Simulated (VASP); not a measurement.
# Hf in VASP: single point with PBEsol+D4

Aim: the single point of Hf with PBEsol+D4.

All numbers are computed with VASP 6.6.1; they aren't measurements. Logs are shortened: lines on timing, memory, paths and dates and some standing lists are left out, and cuts for length are marked.

### 1 The cell of the first run

The cell holds a slab with vacuum, 12 atoms: a = 6.309 Å, b = 6.309 Å, c = 21.875 Å, α = 90.00°, β = 90.00°, γ = 120.00°.

### 2 Single point, PBEsol+D4

INCAR

```
SYSTEM = Hf
PREC = Accurate
ENCUT = 400
EDIFF = 1E-6
ISMEAR = 1
SIGMA = 0.1
LREAL = .FALSE.
LASPH = .TRUE.
NELM = 120
ALGO = Normal
ISIF = 2
LWAVE = .FALSE.
LCHARG = .FALSE.
LDIPOL = .TRUE.
IDIPOL = 3
DIPOL = 0.5 0.5 0.430
GGA = PS
IVDW = 13
NBANDS = 72
GGA_COMPAT = .FALSE.
NELMDL = -8
```

KPOINTS

```
regular mesh
0
G
  6 6 1
  0 0 0
```

POSCAR

```
Hf
1.0
    6.3086048429      0.0000000000      0.0000000000
   -3.1543024215      5.4634120564      0.0000000000
    0.0000000000      0.0000000000     21.8752403943
Hf
12
Direct
    0.3333333333      0.1666666667      0.3199964834
    0.3333333333      0.6666666667      0.3199964834
    0.8333333333      0.1666666667      0.3199964834
    0.8333333333      0.6666666667      0.3199964834
    0.1666666667      0.3333333333      0.4285235818
    0.1688135681      0.8387446719      0.4264161392
    0.6699311038      0.3311864319      0.4264161392
    0.6612553281      0.8300688962      0.4264161392
    0.3502184995      0.1868822836      0.5459482425
    0.3131177164      0.6633362159      0.5459482425
    0.8366637841      0.1497815005      0.5459482425
    0.8333333333      0.6666666667      0.5390316318
```

Potentials or basis: VASP PAW PBE potentials, release 64 (Hf_pv).

On the command line:

```sh
$ cat potpaw_PBE.64/Hf_pv/POTCAR > POTCAR
$ mpirun -np 1 vasp_std > vasp.out
```

OUTCAR:

```text
SYSTEM = Hf
   PREC = Accurate
   ENCUT = 400
   EDIFF = 1E-6
   ISMEAR = 1
   LREAL = .FALSE.
   LASPH = .TRUE.
   NELM = 120
   ISIF = 2
   GGA = PS
   IVDW = 13
   NELMDL = -8

 ion  position               nearest neighbor table
   1  0.333  0.167  0.320-   6 2.94   7 2.97   5 2.99   4 3.15   4 3.15   3 3.15   3 3.15   2 3.15
                             2 3.15
   2  0.333  0.667  0.320-   8 2.94   6 2.97   5 2.99   3 3.15   3 3.15   4 3.15   4 3.15   1 3.15
                             1 3.15
   3  0.833  0.167  0.320-   7 2.94   8 2.97   5 2.99   2 3.15   2 3.15   1 3.15   1 3.15   4 3.15
                             4 3.15
   4  0.833  0.667  0.320-   8 2.96   6 2.96   7 2.96   1 3.15   1 3.15   2 3.15   2 3.15   3 3.15
                             3 3.15
   5  0.167  0.333  0.429-   1 2.99   3 2.99   2 2.99   6 3.13   8 3.13   7 3.13   9 3.14  11 3.14
                            10 3.14   7 3.18   8 3.18   6 3.18
   6  0.169  0.839  0.426-   1 2.94   4 2.96   2 2.97  12 3.07   5 3.13   7 3.13   8 3.13  10 3.15
                             7 3.17   8 3.17   5 3.18   9 3.23
   7  0.670  0.331  0.426-   3 2.94   4 2.96   1 2.97  12 3.07   5 3.13   6 3.13   8 3.13   9 3.15
                             6 3.17   8 3.17   5 3.18  11 3.23
   8  0.661  0.830  0.426-   2 2.94   4 2.96   3 2.97  12 3.07   5 3.13   6 3.13   7 3.13  11 3.15
                             6 3.17   7 3.17   5 3.18  10 3.23
   9  0.350  0.187  0.546-  12 3.04  11 3.13  10 3.13   5 3.14   7 3.15  11 3.19  10 3.19   6 3.23
                            12 3.27
  10  0.313  0.663  0.546-  12 3.04  11 3.13   9 3.13   5 3.14   6 3.15  11 3.19   9 3.19   8 3.23
                            12 3.27
  11  0.837  0.150  0.546-  12 3.04  10 3.13   9 3.13   5 3.14   8 3.15  10 3.19   9 3.19   7 3.23
                            12 3.27
  12  0.833  0.667  0.539-  11 3.04   9 3.04  10 3.04   8 3.07   6 3.07   7 3.07  10 3.27   9 3.27
                            11 3.27

  LATTYP: Found a hexagonal cell.
 ALAT       =     6.3086048429
 C/A-ratio  =     3.4675242687

  Lattice vectors:

 A1 = (   6.3086048429,   0.0000000000,   0.0000000000)
 A2 = (  -3.1543024215,   5.4634120564,   0.0000000000)
 A3 = (   0.0000000000,   0.0000000000,  21.8752403943)

Analysis of symmetry for initial positions (statically):
=====================================================================
 Subroutine PRICEL returns:
 Original cell was already a primitive cell.

 Routine SETGRP: Setting up the symmetry group for a
 hexagonal supercell.

 Subroutine GETGRP returns: Found  3 space group operations
 (whereof  1 operations were pure point group operations)
 out of a pool of 24 trial point group operations.

The static configuration has the point symmetry C_1 .
 The point group associated with its full space group is C_3 .

[... 141 lines left out ...]
   GGA     = PS    functional components
   LHFCALC =     F    Hartree Fock is set to
   AEXX    =    0.0000 exact exchange contribution
   IVDW    =    13    specifies the selected vdW correction
   LEPSILON=     F    determine dielectric tensor
   LRPA    =     F    only Hartree local field effects (RPA)
 non-spin polarized calculation
 Methfessel and Paxton  Order N= 1 SIGMA  =   0.10
  energy-cutoff  :      400.00
  volume of cell :      753.96
 maximum number of plane-waves:     13745
 NGX is ok and might be reduce to    42
   NGX = 21   NGY = 21   NGZ = 71

 dipolmoment           0.000000      0.000000      0.009028 electrons x Angstroem

 number of electron     120.0000006 magnetization

 dipolmoment           0.000000      0.000000     -0.029698 electrons x Angstroem

 Free energy of the ion-electron system (eV)
  ---------------------------------------------------
  ext. energy  EPLUGINS =         0.00000000
  ---------------------------------------------------
  free energy    TOTEN  =      -117.34321841 eV

  energy without entropy =     -117.33537261  energy(sigma->0) =     -117.34060315

 E-fermi :  -1.0041     XC(G=0):  -4.9042

 val. band max:       -1.0096479844   @ k =   0.5000   0.0000   0.0000
 cond. band min:      -1.0010228771   @ k =   0.1667   0.0000   0.0000
 fundamental gap:      0.0086251073
 Fermi energy:        -1.0041090973

 k-point     1 :       0.0000    0.0000    0.0000
  band No.  band energies     occupation
      1     -31.9979      2.00000
      2     -31.9774      2.00000
      3     -31.9774      2.00000
      4     -31.9513      2.00000
      5     -31.9198      2.00000
      6     -31.9198      2.00000
[... 589 lines left out ...]
     71       0.1583     -0.00000
     72       0.1843     -0.00000

------------------------ aborting loop because EDIFF is reached ----------------------------------------

 vacuum level on the upper side and lower side of the slab       (xc-potential included)        -0.274        -0.099

  DFT-D4 for vdW energy calculation

  Edisp (eV):   -0.92265

  FORCE on cell =-STRESS in cart. coord.  units (eV):
  Direction    XX          YY          ZZ          XY          YZ          ZX
  --------------------------------------------------------------------------------------
  -------------------------------------------------------------------------------------
  Total     -11.03048   -11.03048    -3.84384     0.00000     0.00000     0.00000
  in kB     -23.43985   -23.43985    -8.16819     0.00000     0.00000     0.00000
  external pressure =      -18.35 kB  Pullay stress =        0.00 kB

 VOLUME and BASIS-vectors are now :
 -----------------------------------------------------------------------------
  energy-cutoff  :      400.00
  volume of cell :      753.96
      direct lattice vectors                 reciprocal lattice vectors
     6.308604843  0.000000000  0.000000000     0.158513653  0.091517900  0.000000000
    -3.154302422  5.463412056  0.000000000     0.000000000  0.183035801  0.000000000
     0.000000000  0.000000000 21.875240394     0.000000000  0.000000000  0.045713783

 POSITION                                       TOTAL-FORCE (eV/Angst)
 -----------------------------------------------------------------------------------
      1.57715      0.91057      7.00000        -0.021792      0.074750     -0.137035
     -0.00000      3.64227      7.00000        -0.053839     -0.056247     -0.137035
      4.73145      0.91057      7.00000         0.075631     -0.018502     -0.137035
      3.15430      3.64227      7.00000         0.000000     -0.000000     -0.302099
      0.00000      1.82114      9.37406        -0.000000     -0.000000      0.596343
     -1.58068      4.58241      9.32796        -0.048141     -0.001286      0.726803
      3.18167      1.80941      9.32796         0.022957      0.042334      0.726803
      1.55331      4.53501      9.32796         0.025184     -0.041048      0.726803
      1.61991      1.02101     11.94275        -0.140741     -0.449578     -0.656702
     -0.11703      3.62408     11.94275         0.459716      0.102904     -0.656702
      4.80573      0.81832     11.94275        -0.318976      0.346674     -0.656702
      3.15430      3.64227     11.79145        -0.000000     -0.000000     -0.093441
 -----------------------------------------------------------------------------------
    total drift:                                0.000001     -0.000000      0.001901

  FREE ENERGIE OF THE ION-ELECTRON SYSTEM (eV)
  ---------------------------------------------------
  free  energy   TOTEN  =      -118.2658690730 eV

  energy  without entropy=     -118.2580232650  energy(sigma->0) =     -118.26325380

 vacuum level on the upper side and lower side of the slab         3.024         3.198
```

stdout:

```text
POSCAR found type information on POSCAR Hf
 POSCAR found :  1 types and      12 ions
 scaLAPACK will be used
 -----------------------------------------------------------------------------
|                                                                             |
|                                                                             |
|     You enforced a specific xc type in the INCAR file but a different       |
|     I HOPE YOU KNOW WHAT YOU ARE DOING!                                     |
|                                                                             |
 -----------------------------------------------------------------------------

 LDA part: xc-table for (Slater+PW92), standard interpolation
 POSCAR, INCAR and KPOINTS ok, starting setup
 FFT: planning ... GRIDC
 FFT: planning ... GRID_SOFT
 FFT: planning ... GRID
 WAVECAR not read
 entering main loop
```

It took 18 min on 1 thread of Intel Xeon Platinum 8488C (Sapphire Rapids), shared host; peak memory 0.62 GiB.

What came out:

| Property | Result |
| --- | --- |
| Free energy | -118.2659 eV |
| Largest force | 0.808 eV/Å |
| Band gap on the k mesh | zero (bands 60 and 61 overlap by 0.83 eV) |
| Dispersion energy per atom | -0.077 eV |

Forces on the atoms (eV/Å):
```
Hf  -0.022  0.075 -0.137
Hf  -0.054 -0.056 -0.137
Hf   0.076 -0.019 -0.137
Hf   0.000  0.000 -0.302
Hf   0.000  0.000  0.596
Hf  -0.048 -0.001  0.727
Hf   0.023  0.042  0.727
Hf   0.025 -0.041  0.727
Hf  -0.141 -0.450 -0.657
Hf   0.460  0.103 -0.657
Hf  -0.319  0.347 -0.657
Hf   0.000  0.000 -0.093
```

Levels at points of the mesh, in eV from the Fermi level:
| k point | band 56 | band 57 | band 58 | band 59 | band 60 | band 61 | band 62 | band 63 | band 64 | band 65 |
| --- | --- | --- | --- | --- | --- | --- | --- | --- | --- | --- |
| (0.00, 0.00, 0.00) | -0.02 | 0.06 | 0.06 | 0.07 | 0.66 | 0.84 | 0.84 | 0.84 | 1.15 | 1.15 |
| (0.50, 0.00, 0.00) | -0.68 | -0.50 | -0.46 | -0.35 | -0.29 | -0.16 | -0.09 | -0.01 | 0.05 | 0.28 |

Caveat: the PAW data sets were made with another functional, which shifts forces and pressure a little; spin-orbit coupling is left out, which moves the levels of the heavy elements.
